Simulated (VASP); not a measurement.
# ZnS (F-43m) in VASP: single point with r2SCAN50

Aim: the single point of ZnS with r2SCAN50.

Program: VASP 6.6.1. These are calculated values, not measurements. Logs are shortened: lines on timing, memory, paths and dates and some standing lists are left out, and cuts for length are marked.

**What was measured.**

From “Electronic, vibrational, and thermodynamic properties of ZnS (zincblende and rocksalt structure)”, 2009, arxiv:0911.5022, for a bulk crystal of ZnS at 19 K: band gap 3.85 eV (direct).

How close the calculation comes is told below.

**1. The cell of the first run**

Symmetry: F-43m, No. 216, cubic system. The conventional cell has a = 5.368 Å, b = 5.368 Å, c = 5.368 Å, α = 90.00°, β = 90.00°, γ = 90.00°. Zn (site symmetry -43m) has 4 S at 2.32 Å within 3.1 Å. S (site symmetry -43m) has 4 Zn at 2.32 Å within 3.1 Å.

**2. Single point, r2SCAN50**

The input, POSCAR:

```
ZnS
1.0
    0.0000000000      2.6838652254      2.6838652254
    2.6838652254      0.0000000000      2.6838652254
    2.6838652254      2.6838652254      0.0000000000
Zn S
1 1
Direct
    0.7500000000      0.7500000000      0.7500000000
    0.0000000000      0.0000000000      0.0000000000
```

The input, INCAR.step1:

```
PREC = Accurate
ENCUT = 520
EDIFF = 1E-5
ISMEAR = -1
SIGMA = 0.05
LREAL = False
LASPH = True
NELM = 80
ALGO = Normal
ISIF = 2
LWAVE = True
LCHARG = False
NBANDS = 16
GGA = PE
```

The input, INCAR.step2:

```
PREC = Accurate
ENCUT = 520
EDIFF = 1E-6
ISMEAR = -1
SIGMA = 0.05
LREAL = False
LASPH = True
NELM = 80
ALGO = Normal
ISIF = 2
LWAVE = False
LCHARG = False
METAGGA = R2SCAN
LHFCALC = True
AEXX = 0.5
LMIXTAU = True
PRECFOCK = Normal
NBANDS = 16
ISTART = 1
```

The input, KPOINTS:

```
regular mesh
0
Gamma
  5 5 5
```

Potentials or basis: VASP PAW PBE potentials, release 64 (Zn, S).

Started as:

```console
$ cat potpaw_PBE.64/Zn/POTCAR potpaw_PBE.64/S/POTCAR > POTCAR
$ cp INCAR.step1 INCAR
$ mpirun -np 1 vasp_std > vasp.out
$ cp INCAR.step2 INCAR
$ mpirun -np 1 vasp_std > vasp.out
```

OUTCAR:

```text
PREC = Accurate
   ENCUT = 520
   EDIFF = 1E-6
   ISMEAR = -1
   LREAL = False
   LASPH = True
   NELM = 80
   ISIF = 2
   METAGGA = R2SCAN
   LHFCALC = True
   AEXX = 0.5
   PRECFOCK = Normal
   ISTART = 1

 ion  position               nearest neighbor table
   1  0.750  0.750  0.750-   2 2.32   2 2.32   2 2.32   2 2.32
   2  0.000  0.000  0.000-   1 2.32   1 2.32   1 2.32   1 2.32

  LATTYP: Found a face centered cubic cell.
 ALAT       =     5.3677304508

  Lattice vectors:

 A1 = (   0.0000000000,   2.6838652254,   2.6838652254)
 A2 = (   2.6838652254,   0.0000000000,   2.6838652254)
 A3 = (   2.6838652254,   2.6838652254,   0.0000000000)

Analysis of symmetry for initial positions (statically):
=====================================================================
 Subroutine PRICEL returns:
 Original cell was already a primitive cell.

 Routine SETGRP: Setting up the symmetry group for a
 face centered cubic supercell.

 Subroutine GETGRP returns: Found 24 space group operations
 (whereof 24 operations were pure point group operations)
 out of a pool of 48 trial point group operations.

The static configuration has the point symmetry T_d .

Analysis of symmetry for dynamics (positions and initial velocities):
=====================================================================
 Subroutine PRICEL returns:
 Original cell was already a primitive cell.

 Routine SETGRP: Setting up the symmetry group for a
 face centered cubic supercell.

 Subroutine GETGRP returns: Found 24 space group operations
 (whereof 24 operations were pure point group operations)
 out of a pool of 48 trial point group operations.

The dynamic configuration has the point symmetry T_d .

 Subroutine INISYM returns: Found 24 space group operations
 (whereof 24 operations are pure point group operations),
 and found     1 'primitive' translations

----------------------------------------------------------------------------------------

                                     Primitive cell

  volume of cell :      38.6645

  direct lattice vectors                    reciprocal lattice vectors
     0.000000000  2.683865225  2.683865225    -0.186298476  0.186298476  0.186298476
     2.683865225  0.000000000  2.683865225     0.186298476 -0.186298476  0.186298476
     2.683865225  2.683865225  0.000000000     0.186298476  0.186298476 -0.186298476

  length of vectors
     3.795558601  3.795558601  3.795558601     0.322678425  0.322678425  0.322678425

  position of ions in fractional coordinates (direct lattice)
     0.750000000  0.750000000  0.750000000
     0.000000000  0.000000000  0.000000000

  ion indices of the primitive-cell ions
   primitive index   ion index
                 1           1
                 2           2

----------------------------------------------------------------------------------------

 KPOINTS: regular mesh

Automatic generation of k-mesh.
 Grid dimensions read from file:
 generate k-points for:    5    5    5

 Generating k-lattice:

  Cartesian coordinates                     Fractional coordinates (reciprocal lattice)
    -0.037259695  0.037259695  0.037259695     0.200000000  0.000000000  0.000000000
     0.037259695 -0.037259695  0.037259695     0.000000000  0.200000000  0.000000000
     0.037259695  0.037259695 -0.037259695     0.000000000  0.000000000  0.200000000

  Length of vectors
     0.064535685  0.064535685  0.064535685

  Shift w.r.t. Gamma in fractional coordinates (k-lattice)
     0.000000000  0.000000000  0.000000000

 Subroutine IBZKPT returns following result:
 ===========================================

 Found     10 irreducible k-points:

 Following reciprocal coordinates:
            Coordinates               Weight
  0.000000  0.000000  0.000000      1.000000
  0.200000  0.000000  0.000000      8.000000
  0.400000  0.000000  0.000000      8.000000
  0.200000  0.200000  0.000000      6.000000
  0.400000  0.200000  0.000000     24.000000
 -0.400000  0.200000  0.000000     24.000000
 -0.200000  0.200000  0.000000     12.000000
  0.400000  0.400000  0.000000      6.000000
 -0.400000  0.400000  0.000000     12.000000
 -0.400000  0.400000  0.200000     24.000000
   k-points           NKPTS =     10   k-points in BZ     NKDIM =    125   number of bands    NBANDS=     16
   number of dos      NEDOS =    301   number of ions     NIONS =      2
   total plane-waves  NPLWV =  21952
   dimension x,y,z NGX =    28 NGY =   28 NGZ =   28
   dimension x,y,z NGXF=    56 NGYF=   56 NGZF=   56
   ions per type =               1   1
   NGX,Y,Z   is equivalent  to a cutoff of  12.26, 12.26, 12.26 a.u.
   NGXF,Y,Z  is equivalent  to a cutoff of  24.53, 24.53, 24.53 a.u.
 SYSTEM =  unknown system
   PREC   = accura    normal or accurate (medium, high low for compatibility)
   ISTART =      1    job   : 0-new  1-cont  2-samecut
   ICHARG =      0    charge: 1-file 2-atom 10-const
   ISPIN  =      1    spin polarized calculation?
   LNONCOLLINEAR =      F non collinear calculations
   LSORBIT =      F    spin-orbit coupling
   LASPH  =      T    aspherical Exc in radial PAW
   ENCUT  =  520.0 eV  38.22 Ry    6.18 a.u.   7.06  7.06  7.06*2*pi/ulx,y,z
   NELM   =     80;   NELMIN=  2; NELMDL=  0     # of ELM steps
   EDIFF  = 0.1E-05   stopping-criterion for ELM
   LREAL  =      F    real-space projection
   EDIFFG = 0.1E-04   stopping-criterion for IOM
   NSW    =      0    number of steps for IOM
   IBRION =     -1    ionic relax: 0-MD 1-quasi-New 2-CG
   NFREE  =      0    steps in history (QN), initial steepest desc. (CG)
   ISIF   =      2    stress and relaxation
   ISYM   =      3    0-nonsym 1-usesym 2-fastsym
   POTIM  = 0.5000    time-step for ionic-motion
   TEBEG  =    0.0;   TEEND  =   0.0 temperature during run
   PSTRESS=    0.0 pullay stress
   NELECT =      18.0000    total number of electrons
   NUPDOWN=      -1.0000    fix difference up-down
   EMIN   =  10.00;   EMAX   =-10.00  energy-range for DOS
   EFERMI =   0.00;   METHOD = LEGACY
   ISMEAR =    -1;   SIGMA  =   0.05  broadening in eV -4-tet -1-fermi 0-gaus
   EFERMI_NEDOS =   21; number of points for ismear=-14 and -15
   IALGO  =     38    algorithm
   IMIX   =      1    mixing-type and parameters
     AMIX     =   0.40;   BMIX     =  1.00
     AMIX_MAG =   1.60;   BMIX_MAG =  1.00
  volume/ion in A,a.u.               =      19.33       130.46
  Fermi-wavevector in a.u.,A,eV,Ry     =   1.268805  2.397694 21.903567  1.609867
  Thomas-Fermi vector in A             =   2.401880
   LORBIT       =      0    0 simple, 1 ext, 2 COOP (PROOUT), +10 PAW based schemes
   METAGGA = R2SCAN    functional components
   LHFCALC =     T    Hartree Fock is set to
   PRECFOCK=normal    Normal, Fast or Accurate (Low or Medium for compatibility)
   ENCUT4O =  -1.0   cutoff for four orbital integrals eV
   NKREDX  =     1    reduce k-point grid by
   NKREDY  =     1    reduce k-point grid by
   NKREDZ  =     1    reduce k-point grid by
   AEXX    =    0.5000 exact exchange contribution
   HFSCREEN=    0.0000 screening length (either q_TF or 0.3 A-1)
   HFSCREENC=   0.0000 screening length for correlation (either q_TF or 0.3 A-1)
   ENCUTFOCK=  -1.0 apply spherical cutoff to Coloumb kernel
   IVDW    =     0    specifies the selected vdW correction
   LEPSILON=     F    determine dielectric tensor
   LRPA    =     F    only Hartree local field effects (RPA)
 non-spin polarized calculation
  energy-cutoff  :      520.00
  volume of cell :       38.66
 maximum number of plane-waves:      1055
  NGX = 24; NGY = 24; NGZ = 24

 number of electron      18.0000013 magnetization

 Free energy of the ion-electron system (eV)
  ---------------------------------------------------
  ext. energy  EPLUGINS =         0.00000000
  ---------------------------------------------------
  free energy    TOTEN  =       -17.47391231 eV

  energy without entropy =      -17.47391231  energy(sigma->0) =      -17.47391231

 E-fermi :   0.9986     XC(G=0):  -5.7952

 val. band max:       -0.0046439213   @ k =   0.0000   0.0000   0.0000
 cond. band min:       6.2040711012   @ k =   0.0000   0.0000   0.0000
 fundamental gap:      6.2087150226
 Fermi energy:         0.9986309270

 k-point     1 :       0.0000    0.0000    0.0000
  band No.  band energies     occupation
      1     -15.8668      2.00000
      2      -9.7290      2.00000
      3      -9.7290      2.00000
      4      -9.7289      2.00000
      5      -9.2932      2.00000
      6      -9.2932      2.00000
[... 8 lines left out ...]
     15      16.3534      0.00000
     16      16.6578      0.00000

 k-point     2 :       0.2000    0.0000    0.0000
  band No.  band energies     occupation
      1     -15.5266      2.00000
      2      -9.6852      2.00000
      3      -9.6852      2.00000
      4      -9.6371      2.00000
      5      -9.2950      2.00000
      6      -9.2950      2.00000
[... 8 lines left out ...]
     15      15.2757      0.00000
     16      16.8720      0.00000

 k-point     3 :       0.4000    0.0000    0.0000
  band No.  band energies     occupation
      1     -14.8972      2.00000
      2      -9.6296      2.00000
      3      -9.6295      2.00000
      4      -9.2788      2.00000
      5      -9.2788      2.00000
      6      -9.1932      2.00000
[... 8 lines left out ...]
     15      17.1787      0.00000
     16      17.1787      0.00000

 k-point     4 :       0.2000    0.2000    0.0000
  band No.  band energies     occupation
      1     -15.4134      2.00000
      2      -9.6719      2.00000
      3      -9.6399      2.00000
      4      -9.6399      2.00000
      5      -9.3196      2.00000
      6      -9.2716      2.00000
[... 8 lines left out ...]
     15      16.9516      0.00000
     16      19.8497      0.00000

 k-point     5 :       0.4000    0.2000    0.0000
  band No.  band energies     occupation
      1     -14.8713      2.00000
      2      -9.6110      2.00000
      3      -9.5684      2.00000
      4      -9.4354      2.00000
      5      -9.2586      2.00000
      6      -9.2122      2.00000
[... 8 lines left out ...]
     15      18.1697      0.00000
     16      19.0765      0.00000

 k-point     6 :      -0.4000    0.2000    0.0000
  band No.  band energies     occupation
      1     -14.6402      2.00000
      2      -9.5976      2.00000
      3      -9.5650      2.00000
      4      -9.3229      2.00000
      5      -9.2839      2.00000
      6      -8.9352      2.00000
[... 8 lines left out ...]
     15      16.7348      0.00000
     16      19.0415      0.00000

 k-point     7 :      -0.2000    0.2000    0.0000
  band No.  band energies     occupation
      1     -15.0801      2.00000
      2      -9.6311      2.00000
      3      -9.6215      2.00000
      4      -9.4567      2.00000
      5      -9.3134      2.00000
      6      -9.2502      2.00000
[... 8 lines left out ...]
     15      17.8079      0.00000
     16      19.5048      0.00000

 k-point     8 :       0.4000    0.4000    0.0000
  band No.  band energies     occupation
      1     -14.5804      2.00000
      2      -9.5575      2.00000
      3      -9.4702      2.00000
      4      -9.4702      2.00000
      5      -9.2362      2.00000
      6      -9.0928      2.00000
[... 8 lines left out ...]
     15      18.3410      0.00000
     16      21.1177      0.00000

 k-point     9 :      -0.4000    0.4000    0.0000
  band No.  band energies     occupation
      1     -14.4353      2.00000
      2      -9.5593      2.00000
      3      -9.4669      2.00000
      4      -9.4111      2.00000
      5      -9.2545      2.00000
      6      -8.8356      2.00000
[... 8 lines left out ...]
     15      17.8016      0.00000
     16      20.6949      0.00000

 k-point    10 :      -0.4000    0.4000    0.2000
  band No.  band energies     occupation
      1     -14.5187      2.00000
      2      -9.5491      2.00000
      3      -9.5322      2.00000
      4      -9.3711      2.00000
      5      -9.2780      2.00000
      6      -8.8907      2.00000
[... 8 lines left out ...]
     15      18.2725      0.00000
     16      20.9521      0.00000

------------------------ aborting loop because EDIFF is reached ----------------------------------------

  FORCE on cell =-STRESS in cart. coord.  units (eV):
  Direction    XX          YY          ZZ          XY          YZ          ZX
  --------------------------------------------------------------------------------------
  -------------------------------------------------------------------------------------
  Total        0.2464217      0.2464217      0.2464217      0.0000000     -0.0000000     -0.0000000
  in kB       10.2112152     10.2112152     10.2112152      0.0000000     -0.0000000     -0.0000000
  external PRESSURE =      10.2112152 kB  Pullay stress =       0.0000000 kB

 VOLUME and BASIS-vectors are now :
 -----------------------------------------------------------------------------
  energy-cutoff  :      520.00
  volume of cell :       38.66
      direct lattice vectors                 reciprocal lattice vectors
     0.000000000  2.683865225  2.683865225    -0.186298476  0.186298476  0.186298476
     2.683865225  0.000000000  2.683865225     0.186298476 -0.186298476  0.186298476
     2.683865225  2.683865225  0.000000000     0.186298476  0.186298476 -0.186298476

 POSITION                                       TOTAL-FORCE (eV/Angst)
 -----------------------------------------------------------------------------------
      4.02580      4.02580      4.02580         0.000000     -0.000000     -0.000000
      0.00000      0.00000      0.00000        -0.000000      0.000000      0.000000
 -----------------------------------------------------------------------------------
    total drift:                                0.000276      0.000150      0.000129

  FREE ENERGIE OF THE ION-ELECTRON SYSTEM (eV)
  ---------------------------------------------------
  free  energy   TOTEN  =       -17.4739123074 eV

  energy  without entropy=      -17.4739123073  energy(sigma->0) =      -17.47391231
```

Run time: 15 min. Hardware: 1 thread of AMD EPYC 7R13 (Zen 3), shared host; peak memory 0.15 GiB.

What came out:

| Property | Result |
| --- | --- |
| Free energy | -17.4739 eV |
| Pressure | 1.0 GPa |
| Band gap on the k mesh | 6.21 eV, direct |

Levels at points of the mesh, in eV from the valence-band top:
| k point | band 6 | band 7 | band 8 | band 9 | band 10 | band 11 | band 12 | band 13 |
| --- | --- | --- | --- | --- | --- | --- | --- | --- |
| (0.00, 0.00, 0.00) | -9.29 | 0.00 | 0.00 | 0.00 | 6.21 | 10.62 | 10.62 | 10.62 |

Caveat: the PAW data sets were made with another functional, which shifts forces and pressure a little.

**3. How close it comes**

Step 2. A measured gap of ZnS is 3.85 eV (direct; 19 K; quoted in “Electronic, vibrational, and thermodynamic properties of ZnS (zincblende and rocksalt structure)”, 2009, arxiv:0911.5022); the calculated 6.21 eV misses it by +2.36 eV. So large a miss can be the level of theory's own, or it may mean another phase, state or a wrong row. The value is that of r2SCAN50, without temperature or zero-point motion.
